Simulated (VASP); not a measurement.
# Ta8H (a cell with a defect) in VASP: single point with PBE

Aim: the single point of Ta8H (a cell with a defect) with PBE.

Program: VASP 6.6.1. These are calculated values, not measurements. Logs are shortened: lines on timing, memory, paths and dates and some standing lists are left out, and cuts for length are marked.

## (1) The cell of the first run

The cell holds a defect, 9 atoms: a = 5.748 Å, b = 5.748 Å, c = 5.748 Å, α = 109.47°, β = 109.47°, γ = 109.47°.

## (2) Single point, PBE (with an interstitial atom, then relaxed in part)

INCAR reads:

```
SYSTEM = Ta8H
PREC     = Accurate       ! precision mode
ENCUT    = 520            ! plane-wave cutoff, eV
EDIFF    = 1E-6           ! SCF threshold, eV
ISMEAR   = 0              ! smearing method
SIGMA    = 0.1            ! smearing width, eV
LREAL    = .FALSE.        ! projectors in reciprocal space
LASPH    = .TRUE.         ! aspherical terms in the spheres
NELM     = 80             ! most SCF steps
ALGO     = Normal         ! electronic algorithm
ISIF     = 2              ! what is computed and relaxed
LWAVE    = .FALSE.        ! write WAVECAR
LCHARG   = .FALSE.        ! write CHGCAR
GGA      = PE             ! functional
NBANDS   = 54             ! bands
```

KPOINTS reads:

```
Automatic mesh
0
G
  6 6 6
  0 0 0
```

POSCAR reads:

```
Ta8H
1.0
   -3.3187896432     -3.3187896432      3.3187896432
   -3.3187896432      3.3187896432     -3.3187896432
    3.3187896432     -3.3187896432     -3.3187896432
Ta H
8 1
Direct
    0.4922104681      0.4932682075      0.4870413334
   -0.0086483201      0.4990610299      0.4960458534
    0.4954718890      0.0031379430      0.4960056603
   -0.0029267802      0.0031412609      0.5016973868
    0.4904112588      0.4932918066      0.0008400062
   -0.0029450136      0.4990374189     -0.0023617968
    0.4922716079      0.0089135515      0.0026604129
    0.0060394165      0.0088651914      0.0007978963
    0.6202215794      0.7510966362      0.8728329949
```

Potentials or basis: VASP PAW PBE potentials, release 64 (Ta_pv, H).

The run is started by

```console
$ cat potpaw_PBE.64/Ta_pv/POTCAR potpaw_PBE.64/H/POTCAR > POTCAR
$ mpirun -np 1 vasp_std > vasp.out
```

OUTCAR:

```text
SYSTEM = Ta8H
   PREC = Accurate
   ENCUT = 520
   EDIFF = 1E-6
   ISMEAR = 0
   LREAL = .FALSE.
   LASPH = .TRUE.
   NELM = 80
   ISIF = 2
   GGA = PE

 ion  position               nearest neighbor table
   1  0.492  0.493  0.487-   9 1.91   8 2.79   5 2.79   3 2.84   2 2.84   2 2.91   3 2.91   5 2.96
                             8 2.96   7 3.22   6 3.29   4 3.32   4 3.32   6 3.35   7 3.42
   2  0.991  0.499  0.496-   7 2.84   1 2.84   6 2.87   4 2.87   4 2.88   6 2.88   1 2.91   7 2.91
                             5 3.29   3 3.29   8 3.32   8 3.32   3 3.35   5 3.35
   3  0.495  0.003  0.496-   7 2.84   1 2.84   4 2.87   6 2.87   6 2.88   4 2.88   1 2.91   7 2.91
                             8 3.29   2 3.29   5 3.32   5 3.32   2 3.35   8 3.35
   4  0.997  0.003  0.502-   8 2.84   5 2.84   3 2.87   2 2.87   2 2.88   3 2.88   5 2.91   8 2.91
                             7 3.29   6 3.29   1 3.32   1 3.32   6 3.35   7 3.35
   5  0.490  0.493  0.001-   9 1.91   7 2.79   1 2.79   6 2.84   4 2.84   4 2.91   6 2.91   1 2.96
                             7 2.96   8 3.22   2 3.29   3 3.32   3 3.32   2 3.35   8 3.42
   6  0.997  0.499  0.998-   5 2.84   8 2.84   2 2.87   3 2.87   3 2.88   2 2.88   8 2.91   5 2.91
                             1 3.29   4 3.29   7 3.32   7 3.32   4 3.35   1 3.35
   7  0.492  0.009  0.003-   9 1.91   8 2.79   5 2.79   2 2.84   3 2.84   2 2.91   3 2.91   5 2.96
                             8 2.96   1 3.22   4 3.29   6 3.32   6 3.32   4 3.35   1 3.42
   8  0.006  0.009  0.001-   9 1.91   7 2.79   1 2.79   4 2.84   6 2.84   6 2.91   4 2.91   1 2.96
                             7 2.96   5 3.22   3 3.29   2 3.32   2 3.32   3 3.35   5 3.42
   9  0.620  0.751  0.873-   7 1.91   1 1.91   5 1.91   8 1.91

  LATTYP: Found a body centered cubic cell.
 ALAT       =     6.6375792864

  Lattice vectors:

 A1 = (  -3.3187896432,  -3.3187896432,   3.3187896432)
 A2 = (  -3.3187896432,   3.3187896432,  -3.3187896432)
 A3 = (   3.3187896432,  -3.3187896432,  -3.3187896432)

Analysis of symmetry for initial positions (statically):
=====================================================================
 Subroutine PRICEL returns:
 Original cell was already a primitive cell.

 Routine SETGRP: Setting up the symmetry group for a
 body centered cubic supercell.

 Subroutine GETGRP returns: Found  1 space group operations
 (whereof  1 operations were pure point group operations)
 out of a pool of 48 trial point group operations.

The static configuration has the point symmetry C_1 .

Analysis of symmetry for dynamics (positions and initial velocities):
=====================================================================
 Subroutine PRICEL returns:
 Original cell was already a primitive cell.

 Routine SETGRP: Setting up the symmetry group for a
 body centered cubic supercell.

 Subroutine GETGRP returns: Found  1 space group operations
 (whereof  1 operations were pure point group operations)
 out of a pool of 48 trial point group operations.

The dynamic configuration has the point symmetry C_1 .

 Subroutine INISYM returns: Found  1 space group operations
 (whereof  1 operations are pure point group operations),
 and found     1 'primitive' translations

----------------------------------------------------------------------------------------

                                     Primitive cell

  volume of cell :     146.2174

  direct lattice vectors                    reciprocal lattice vectors
    -3.318789643 -3.318789643  3.318789643    -0.150657334 -0.150657334  0.000000000
    -3.318789643  3.318789643 -3.318789643    -0.150657334  0.000000000 -0.150657334
     3.318789643 -3.318789643 -3.318789643     0.000000000 -0.150657334 -0.150657334

  length of vectors
     5.748312282  5.748312282  5.748312282     0.213061645  0.213061645  0.213061645

  position of ions in fractional coordinates (direct lattice)
     0.492210468  0.493268208  0.487041333
     0.991351680  0.499061030  0.496045853
     0.495471889  0.003137943  0.496005660
     0.997073220  0.003141261  0.501697387
     0.490411259  0.493291807  0.000840006
     0.997054986  0.499037419  0.997638203
     0.492271608  0.008913552  0.002660413
     0.006039417  0.008865191  0.000797896
     0.620221579  0.751096636  0.872832995

  ion indices of the primitive-cell ions
   primitive index   ion index
                 1           1
                 2           2
                 3           3
                 4           4
                 5           5
                 6           6
                 7           7
                 8           8
                 9           9

----------------------------------------------------------------------------------------

 KPOINTS: Automatic mesh

Automatic generation of k-mesh.
 Grid dimensions read from file:
 generate k-points for:    6    6    6

 Generating k-lattice:

  Cartesian coordinates                     Fractional coordinates (reciprocal lattice)
    -0.025109556 -0.025109556  0.000000000     0.166666667  0.000000000  0.000000000
    -0.025109556  0.000000000 -0.025109556     0.000000000  0.166666667  0.000000000
     0.000000000 -0.025109556 -0.025109556     0.000000000  0.000000000  0.166666667

  Length of vectors
     0.035510274  0.035510274  0.035510274

  Shift w.r.t. Gamma in fractional coordinates (k-lattice)
     0.000000000  0.000000000  0.000000000

 Subroutine IBZKPT returns following result:
 ===========================================

 Found    112 irreducible k-points:

 Following reciprocal coordinates:
            Coordinates               Weight
  0.000000  0.000000  0.000000      1.000000
  0.166667  0.000000  0.000000      2.000000
  0.000000  0.166667  0.000000      2.000000
  0.000000  0.000000  0.166667      2.000000
  0.166667  0.000000 -0.166667      2.000000
  0.166667 -0.166667  0.000000      2.000000
[... 16 lines left out ...]
  0.333333  0.000000 -0.166667      2.000000
  0.333333 -0.166667  0.000000      2.000000
 [... further k-points ...]
   k-points           NKPTS =    112   k-points in BZ     NKDIM =    112   number of bands    NBANDS=     54
   number of dos      NEDOS =    301   number of ions     NIONS =      9
   total plane-waves  NPLWV = 110592
   dimension x,y,z NGX =    48 NGY =   48 NGZ =   48
   dimension x,y,z NGXF=    96 NGYF=   96 NGZF=   96
   ions per type =               8   1
   NGX,Y,Z   is equivalent  to a cutoff of  13.88, 13.88, 13.88 a.u.
   NGXF,Y,Z  is equivalent  to a cutoff of  27.76, 27.76, 27.76 a.u.
 SYSTEM =  Ta8H
   PREC   = accura    normal or accurate (medium, high low for compatibility)
   ISTART =      0    job   : 0-new  1-cont  2-samecut
   ICHARG =      2    charge: 1-file 2-atom 10-const
   ISPIN  =      1    spin polarized calculation?
   LNONCOLLINEAR =      F non collinear calculations
   LSORBIT =      F    spin-orbit coupling
   LASPH  =      T    aspherical Exc in radial PAW
   ENCUT  =  520.0 eV  38.22 Ry    6.18 a.u.  10.69 10.69 10.69*2*pi/ulx,y,z
   NELM   =     80;   NELMIN=  2; NELMDL= -5     # of ELM steps
   EDIFF  = 0.1E-05   stopping-criterion for ELM
   LREAL  =      F    real-space projection
   EDIFFG = 0.1E-04   stopping-criterion for IOM
   NSW    =      0    number of steps for IOM
   IBRION =     -1    ionic relax: 0-MD 1-quasi-New 2-CG
   NFREE  =      0    steps in history (QN), initial steepest desc. (CG)
   ISIF   =      2    stress and relaxation
   ISYM   =      2    0-nonsym 1-usesym 2-fastsym
   POTIM  = 0.5000    time-step for ionic-motion
   TEBEG  =    0.0;   TEEND  =   0.0 temperature during run
   PSTRESS=    0.0 pullay stress
   NELECT =      89.0000    total number of electrons
   NUPDOWN=      -1.0000    fix difference up-down
   EMIN   =  10.00;   EMAX   =-10.00  energy-range for DOS
   EFERMI =   0.00;   METHOD = LEGACY
   ISMEAR =     0;   SIGMA  =   0.10  broadening in eV -4-tet -1-fermi 0-gaus
   EFERMI_NEDOS =   21; number of points for ismear=-14 and -15
   IALGO  =     38    algorithm
   IMIX   =      4    mixing-type and parameters
     AMIX     =   0.40;   BMIX     =  1.00
     AMIX_MAG =   1.60;   BMIX_MAG =  1.00
  volume/ion in A,a.u.               =      16.25       109.64
  Fermi-wavevector in a.u.,A,eV,Ry     =   1.387411  2.621826 26.189978  1.924909
  Thomas-Fermi vector in A             =   2.511635
   LORBIT       =      0    0 simple, 1 ext, 2 COOP (PROOUT), +10 PAW based schemes
   GGA     = PE    functional components
   LHFCALC =     F    Hartree Fock is set to
   AEXX    =    0.0000 exact exchange contribution
   IVDW    =     0    specifies the selected vdW correction
   LEPSILON=     F    determine dielectric tensor
   LRPA    =     F    only Hartree local field effects (RPA)
 non-spin polarized calculation
 Gauss-broadening in eV      SIGMA  =   0.10
  energy-cutoff  :      520.00
  volume of cell :      146.22
 maximum number of plane-waves:      3997
 NGX is ok and might be reduce to    48
   NGX = 21   NGY = 21   NGZ = 21

 number of electron      89.0000001 magnetization

 Free energy of the ion-electron system (eV)
  ---------------------------------------------------
  ext. energy  EPLUGINS =         0.00000000
  ---------------------------------------------------
  free energy    TOTEN  =       -98.25096499 eV

  energy without entropy =      -98.19318753  energy(sigma->0) =      -98.22207626

 E-fermi :   5.4509     XC(G=0): -12.6061

 val. band max:        5.4503195402   @ k =   0.0000   0.1667  -0.3333
 cond. band min:       5.4516812133   @ k =   0.3333  -0.3333   0.3333
 fundamental gap:      0.0013616731
 Fermi energy:         5.4508795103

 k-point     1 :       0.0000    0.0000    0.0000
  band No.  band energies     occupation
      1     -28.8699      2.00000
      2     -28.7765      2.00000
      3     -28.7748      2.00000
      4     -28.7729      2.00000
      5     -28.7729      2.00000
      6     -28.7664      2.00000
[... 46 lines left out ...]
     53       9.3150      0.00000
     54       9.3538      0.00000
[... 1309 lines left out ...]
     53       9.0172      0.00000
     54       9.0478      0.00000

 [... further k-points ...]

------------------------ aborting loop because EDIFF is reached ----------------------------------------

  FORCE on cell =-STRESS in cart. coord.  units (eV):
  Direction    XX          YY          ZZ          XY          YZ          ZX
  --------------------------------------------------------------------------------------
  -------------------------------------------------------------------------------------
  Total        3.6895114      3.9206376      3.6913536      0.0000645     -0.0006129      0.0000458
  in kB       40.4278153     42.9603799     40.4480008      0.0007063     -0.0067154      0.0005018
  external PRESSURE =      41.2787320 kB  Pullay stress =       0.0000000 kB

 VOLUME and BASIS-vectors are now :
 -----------------------------------------------------------------------------
  energy-cutoff  :      520.00
  volume of cell :      146.22
      direct lattice vectors                 reciprocal lattice vectors
    -3.318789643 -3.318789643  3.318789643    -0.150657334 -0.150657334  0.000000000
    -3.318789643  3.318789643 -3.318789643    -0.150657334  0.000000000 -0.150657334
     3.318789643 -3.318789643 -3.318789643     0.000000000 -0.150657334 -0.150657334

 POSITION                                       TOTAL-FORCE (eV/Angst)
 -----------------------------------------------------------------------------------
     -1.65421     -1.61288     -1.61990        -0.001051      0.003615      0.014049
     -3.30009     -3.28008     -0.01246         0.003501     -0.001237      0.001064
     -0.00864     -3.28009     -0.01219        -0.003343     -0.001099     -0.000463
     -1.65447     -4.96368      1.63362         0.000372      0.001194     -0.004275
     -3.26192      0.00677     -0.01235         0.012850     -0.004276      0.000521
     -1.65426     -4.96377     -1.65814        -0.000275      0.001522      0.004157
     -1.65450     -1.61299      1.59533         0.000671      0.004451     -0.013854
     -0.04682      0.00673     -0.01203        -0.012667     -0.003604     -0.001707
     -1.65437     -2.46240     -3.33110        -0.000059     -0.000566      0.000508
 -----------------------------------------------------------------------------------
    total drift:                               -0.000027      0.000044     -0.000004

  FREE ENERGIE OF THE ION-ELECTRON SYSTEM (eV)
  ---------------------------------------------------
  free  energy   TOTEN  =       -98.2509649870 eV

  energy  without entropy=      -98.1931875296  energy(sigma->0) =      -98.22207626
```

Wall time 9 min (1 thread of Intel Xeon 6975P-C (Granite Rapids), shared host); peak memory 0.73 GiB.

Results:

```yaml
Free_energy: -98.2510 eV
Pressure: 4.1 GPa
Largest_force: 0.015 eV/Å
Band_gap_on_the_k_mesh: zero (an odd number of electrons rules out a gap without spin polarisation)
```

Forces in eV/Å, atoms in the order of the input:
```
Ta  -0.001  0.004  0.014
Ta   0.004 -0.001  0.001
Ta  -0.003 -0.001  0.000
Ta   0.000  0.001 -0.004
Ta   0.013 -0.004  0.001
Ta   0.000  0.002  0.004
Ta   0.001  0.004 -0.014
Ta  -0.013 -0.004 -0.002
H    0.000 -0.001  0.001
```

Levels at points of the mesh, in eV from the Fermi level:
```csv
k point,band 43,band 44,band 45,band 46,band 47,band 48
"(0.00, 0.00, 0.00)",0.66,1.43,1.54,1.55,1.55,1.62
"(0.50, 0.00, 0.00)",-0.47,-0.38,-0.27,-0.02,1.02,1.10
"(0.00, 0.50, 0.00)",-0.51,-0.42,-0.36,0.15,0.94,1.05
"(0.00, 0.00, 0.50)",-0.47,-0.38,-0.27,-0.02,1.02,1.10
"(0.50, 0.00, 0.50)",-0.51,-0.42,-0.36,0.15,0.94,1.05
"(0.50, 0.50, 0.00)",-0.47,-0.38,-0.27,-0.02,1.02,1.10
"(0.00, 0.50, 0.50)",-0.47,-0.38,-0.27,-0.02,1.02,1.10
"(0.50, 0.50, 0.50)",0.99,1.00,1.10,1.10,1.14,1.14
```

Caveat: the cell differs from its parent crystal (with an interstitial atom, then relaxed in part); spin-orbit coupling is left out, which moves the levels of the heavy elements.
